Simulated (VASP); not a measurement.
# Be (Fd-3m) in VASP: notebook, part 2 of 2

VASP 6.6.1. The steps go on from the part before.

**3. Relaxation of cell and atoms, PBEsol, target pressure 470 GPa, at which the enthalpy is minimised**

This run uses another cell than the first one, of 3.96 Å³/atom.

INCAR

```
SYSTEM = Be
ALGO = Normal
EDIFF = 1E-7
EDIFFG = -0.005
ENCUT = 600
GGA = PS
IBRION = 2
ISIF = 3
ISMEAR = -1
LASPH = .True.
LCHARG = .False.
LREAL = .False.
LWAVE = .False.
NELM = 80
NSW = 32
PREC = Accurate
PSTRESS = 4700.0
SIGMA = 0.05
```

KPOINTS

```
k-points
0
Gamma
  21 21 21
  0 0 0
```

POSCAR

```
Be
1.0
    0.0000000000      1.5820988493      1.5820988493
    1.5820988493      0.0000000000      1.5820988493
    1.5820988493      1.5820988493      0.0000000000
Be
2
Direct
   -0.1250000000     -0.1250000000     -0.1250000000
    0.1250000000      0.1250000000      0.1250000000
```

Potentials or basis: VASP PAW PBE potentials, release 64 (Be).

Run with:

```console
> cat potpaw_PBE.64/Be/POTCAR > POTCAR
> mpirun -np 1 vasp_std > vasp.out
```

OUTCAR:

```text
SYSTEM = Be
   EDIFF = 1E-7
   EDIFFG = -0.005
   ENCUT = 600
   GGA = PS
   IBRION = 2
   ISIF = 3
   ISMEAR = -1
   LASPH = .True.
   LREAL = .False.
   NELM = 80
   NSW = 32
   PREC = Accurate
   PSTRESS = 4700.0

 ion  position               nearest neighbor table
   1  0.875  0.875  0.875-   2 1.37   2 1.37   2 1.37   2 1.37
   2  0.125  0.125  0.125-   1 1.37   1 1.37   1 1.37   1 1.37

  LATTYP: Found a face centered cubic cell.
 ALAT       =     3.1641976986

  Lattice vectors:

 A1 = (   0.0000000000,   1.5820988493,   1.5820988493)
 A2 = (   1.5820988493,   0.0000000000,   1.5820988493)
 A3 = (   1.5820988493,   1.5820988493,   0.0000000000)

Analysis of symmetry for initial positions (statically):
=====================================================================
 Subroutine PRICEL returns:
 Original cell was already a primitive cell.

 Routine SETGRP: Setting up the symmetry group for a
 face centered cubic supercell.

 Subroutine GETGRP returns: Found 48 space group operations
 (whereof 12 operations were pure point group operations)
 out of a pool of 48 trial point group operations.

The static configuration has the point symmetry D_3d.
 The point group associated with its full space group is O_h .

Analysis of symmetry for dynamics (positions and initial velocities):
=====================================================================
 Subroutine PRICEL returns:
 Original cell was already a primitive cell.

 Routine SETGRP: Setting up the symmetry group for a
 face centered cubic supercell.

 Subroutine GETGRP returns: Found 48 space group operations
 (whereof 12 operations were pure point group operations)
 out of a pool of 48 trial point group operations.

The dynamic configuration has the point symmetry D_3d.
 The point group associated with its full space group is O_h .

[... 123 lines left out ...]
   GGA     = PS    functional components
   LHFCALC =     F    Hartree Fock is set to
   AEXX    =    0.0000 exact exchange contribution
   IVDW    =     0    specifies the selected vdW correction
   LEPSILON=     F    determine dielectric tensor
   LRPA    =     F    only Hartree local field effects (RPA)
 conjugate gradient relaxation of ions
 non-spin polarized calculation
  energy-cutoff  :      600.00
  volume of cell :        7.92
 maximum number of plane-waves:       279
 NGX is ok and might be reduce to    18
   NGX =  9   NGY =  9   NGZ =  9

--------------------------------------- Ionic step        1  -------------------------------------------

 number of electron       4.0000000 magnetization

 Free energy of the ion-electron system (eV)
  ---------------------------------------------------
  ext. energy  EPLUGINS =         0.00000000
  ---------------------------------------------------
  free energy    TOTEN  =         7.59085041 eV

  energy without entropy =        7.59772987  energy(sigma->0) =        7.59429014

------------------------ aborting loop because EDIFF is reached ----------------------------------------

  FORCE on cell =-STRESS in cart. coord.  units (eV):
  Direction    XX          YY          ZZ          XY          YZ          ZX
  --------------------------------------------------------------------------------------
  -------------------------------------------------------------------------------------
  Total       23.6592826     23.6592826     23.6592826      0.0000000     -0.0000000      0.0000000
  in kB     4786.0949963   4786.0949963   4786.0949963      0.0000000     -0.0000000      0.0000000
  external PRESSURE =      86.0949963 kB  Pullay stress =    4700.0000000 kB
[... 63 lines left out ...]
--------------------------------------- Ionic step        3  -------------------------------------------

 number of electron       4.0000000 magnetization

 Free energy of the ion-electron system (eV)
  ---------------------------------------------------
  ext. energy  EPLUGINS =         0.00000000
  ---------------------------------------------------
  free energy    TOTEN  =         7.40000555 eV

  energy without entropy =        7.40673131  energy(sigma->0) =        7.40336843

 E-fermi :  14.2956     XC(G=0): -13.0782

 val. band max:       14.2953079995   @ k =   0.3810   0.2381   0.0000
 cond. band min:      14.3028730092   @ k =  -0.4286   0.4286   0.0476
 fundamental gap:      0.0075650097
 Fermi energy:        14.2955970504

 k-point     1 :       0.0000    0.0000    0.0000
  band No.  band energies     occupation
      1      -0.2713      2.00000
      2      25.3689      0.00000
      3      25.3689      0.00000
      4      25.3689      0.00000
      5      29.3061      0.00000
      6      29.3061      0.00000
[... 199 lines left out ...]
 k-point    24 :      -0.3810    0.0476    0.0000
  band No.  band energies     occupation
      1       2.3645      2.00000
      2      11.9393      2.00000
      3      20.1064      0.00000
      4      21.0926      0.00000
      5      30.8794      0.00000
      6      31.1681      0.00000

 [... further k-points ...]

------------------------ aborting loop because EDIFF is reached ----------------------------------------

  FORCE on cell =-STRESS in cart. coord.  units (eV):
  Direction    XX          YY          ZZ          XY          YZ          ZX
  --------------------------------------------------------------------------------------
  -------------------------------------------------------------------------------------
  Total       23.4196446     23.4196446     23.4196446     -0.0000000     -0.0000000     -0.0000000
  in kB     4699.3623732   4699.3623732   4699.3623732     -0.0000000     -0.0000000     -0.0000000
  external PRESSURE =      -0.6376268 kB  Pullay stress =    4700.0000000 kB
[... 21 lines left out ...]
  energy  without entropy=        7.4067313060  energy(sigma->0) =        7.40336843

  enthalpy is  TOTEN    =        30.8228278634 eV   P V=       23.4228223085

 reached required accuracy - stopping structural energy minimisation
```

CONTCAR:

```text
Be
   1.00000000000000
    -0.0000000000000000    1.5863803344957905    1.5863803344957905
     1.5863803344957905   -0.0000000000000000    1.5863803344957905
     1.5863803344957905    1.5863803344957905    0.0000000000000000
  Be
     2
Direct
     0.8750000000000000    0.8750000000000000    0.8750000000000000
     0.1250000000000000    0.1250000000000000    0.1250000000000000

  0.00000000E+00  0.00000000E+00  0.00000000E+00
  0.00000000E+00  0.00000000E+00  0.00000000E+00
```

Run time: 36 s. Hardware: 1 thread of Intel Xeon 8259CL, shared host; peak memory 0.13 GiB.

What came out:

- Free energy: 7.4000 eV
- Relaxed volume: 3.99 Å³/atom
- Relaxed cell: a = 2.243 Å, b = 2.243 Å, c = 2.243 Å, α = 60.00°, β = 60.00°, γ = 60.00°
- Space group after relaxing (to 0.1 Å): Fd-3m (No. 227)
- Energy change on relaxing (the run minimises the enthalpy): -95.4 meV/atom
- Ionic steps: 3
- Pressure after relaxing: 469.9 GPa
- Band gap on the k mesh: zero (bands 2 and 3 overlap by 11.78 eV)

The path:
```csv
step,energy change (eV),largest force (eV/Å),pressure (GPa),volume (Å³)
1,0.0000,0.0000,478.61,7.92
2,-0.7111,0.0000,446.42,8.17
3,-0.1908,0.0000,469.94,7.98
```

Final structure:
```yaml
crystal:
  lattice:
    - [0.00000, 1.58638, 1.58638]
    - [1.58638, 0.00000, 1.58638]
    - [1.58638, 1.58638, 0.00000]
  atoms:
    - { symbol: Be, position: [0.87500, 0.87500, 0.87500] }
    - { symbol: Be, position: [0.12500, 0.12500, 0.12500] }
```

Levels at points of the mesh, in eV from the Fermi level:
```
           k point  band 1  band 2  band 3  band 4  band 5
(0.00, 0.00, 0.00)  -14.57   11.07   11.07   11.07   15.01
```

Caveat: the cell is relaxed towards a set pressure, so the run minimises the enthalpy, not the energy; the PAW data sets were made with another functional, which shifts forces and pressure a little.
